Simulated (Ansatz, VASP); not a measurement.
# Two plane-wave programs on HfSiO4

The input POSCAR:

```
HfSiO4
1.0
   -3.2579149212      3.2579149212      3.0053442477
    3.2579149212     -3.2579149212      3.0053442477
    3.2579149212      3.2579149212     -3.0053442477
Hf Si O
2 2 8
Direct
    0.0000000000      0.0000000000      0.0000000000
    0.7500000000      0.2500000000      0.5000000000
    0.2500000000      0.7500000000      0.5000000000
    0.5000000000      0.5000000000      0.0000000000
    0.1351572677      0.3205139666      0.8146433011
    0.0705139666      0.7558706655      0.6853566989
    0.0705139666      0.3851572677      0.3146433011
    0.5058706655      0.3205139666      0.1853566989
    0.6794860334      0.4941293345      0.8146433011
    0.6148427323      0.9294860334      0.6853566989
    0.2441293345      0.9294860334      0.3146433011
    0.6794860334      0.8648427323      0.1853566989
```

INCAR.step1

```
ALGO     = Normal         # electronic algorithm
EDIFF    = 1E-4           # SCF threshold, eV
ENCUT    = 520            # plane-wave cutoff, eV
GGA      = PE             # functional
ISMEAR   = 0              # smearing method
LASPH    = T              # aspherical terms in the spheres
LCHARG   = F              # write CHGCAR
LREAL    = F              # projectors in reciprocal space
LWAVE    = T              # write WAVECAR
NBANDS   = 50             # bands
NELM     = 80             # most SCF steps
PREC     = Accurate       # precision mode
SIGMA    = 0.01           # smearing width, eV
```

File INCAR.step2:

```
ALGO     = Normal         # electronic algorithm
EDIFF    = 1E-6           # SCF threshold, eV
ENCUT    = 520            # plane-wave cutoff, eV
ISIF     = 2              # what is computed and relaxed
ISMEAR   = 0              # smearing method
ISTART   = 1            
LASPH    = T              # aspherical terms in the spheres
LCHARG   = T              # write CHGCAR
LELF     = T              # ELF
LMIXTAU  = T            
LREAL    = F              # projectors in reciprocal space
LVHAR    = T            
LWAVE    = F              # write WAVECAR
METAGGA  = R2SCAN         # meta-GGA
NBANDS   = 50             # bands
NELM     = 80             # most SCF steps
PREC     = Accurate       # precision mode
SIGMA    = 0.01           # smearing width, eV
```

KPOINTS

```
k-points
0
Gamma
  6 6 6
```

Input for Ansatz:

```yaml
crystal:
  lattice:
    - [-3.2579149212, 3.2579149212, 3.0053442477]
    - [3.2579149212, -3.2579149212, 3.0053442477]
    - [3.2579149212, 3.2579149212, -3.0053442477]
  atoms:
    - { symbol: Hf, position: [0.0, 0.0, 0.0] }
    - { symbol: Hf, position: [0.75, 0.25, 0.5] }
    - { symbol: Si, position: [0.25, 0.75, 0.5] }
    - { symbol: Si, position: [0.5, 0.5, 0.0] }
    - { symbol: O, position: [0.1351572677, 0.3205139666, 0.8146433011] }
    - { symbol: O, position: [0.0705139666, 0.7558706655, 0.6853566989] }
    - { symbol: O, position: [0.0705139666, 0.3851572677, 0.3146433011] }
    - { symbol: O, position: [0.5058706655, 0.3205139666, 0.1853566989] }
    - { symbol: O, position: [0.6794860334, 0.4941293345, 0.8146433011] }
    - { symbol: O, position: [0.6148427323, 0.9294860334, 0.6853566989] }
    - { symbol: O, position: [0.2441293345, 0.9294860334, 0.3146433011] }
    - { symbol: O, position: [0.6794860334, 0.8648427323, 0.1853566989] }
kpoints:
  mp_grid: { grid: [6, 6, 6] }
  band_path:
    path:
      - [0.0, 0.0, 0.0]
      - [0.0, 0.0, 0.5]
      - [-0.5, 0.5, 0.5]
      - [0.4557990254, 0.4557990254, -0.4557990254]
      - [-0.4557990254, 0.5442009746, 0.4557990254]
      - [0.25, 0.25, 0.25]
      - [0.0, 0.5, 0.0]
      - [0.1666666667, 0.1666666667, 0.1666666667]
      - [0.0, 0.0, 0.458333]
    npoints: 1
hamiltonian:
  xc: r2scan
scf:
  occupations: { method: fixed }
  n_extra_bands: 7
output:
  forces: true
  stress: true
  eigenvalues: true
```

Change from the starting cell: epitaxial_xy strain -1.0%.

Alike in both runs: task single point; functional r2SCAN; k mesh 6 × 6 × 6; no spin polarisation.

```csv
,VASP,Ansatz
version,VASP 6.6.1,Ansatz 0.2.0
potentials or method,"VASP PAW PBE potentials, release 64 (Hf_pv, Si, O)","plane waves, PAW"
plane-wave cutoff (eV),520,500
occupations,"gaussian, width 0.01 eV",fixed
valence electrons in the cell,76,108
```

```tsv
	VASP	Ansatz	Ansatz less VASP
gap on the k mesh at the Fermi level (eV)	6.04	6.10	+0.054
pressure (GPa)	1.1	2.9	+1.84
traceless stress, the component that is largest in VASP (GPa)	-2.47	-2.95	-0.476
rms of the force components (eV/Å)	0.105	0.001	-0.1041
```

VASP's potentials were made for PBE, not for r2SCAN. Atom by atom the forces differ by 0.106 eV/Å (rms over components). VASP's potentials hold 76 valence electrons a cell and Ansatz's 108, so a difference there can come from the potentials and not from the codes.

Neither program's run includes spin-orbit coupling.
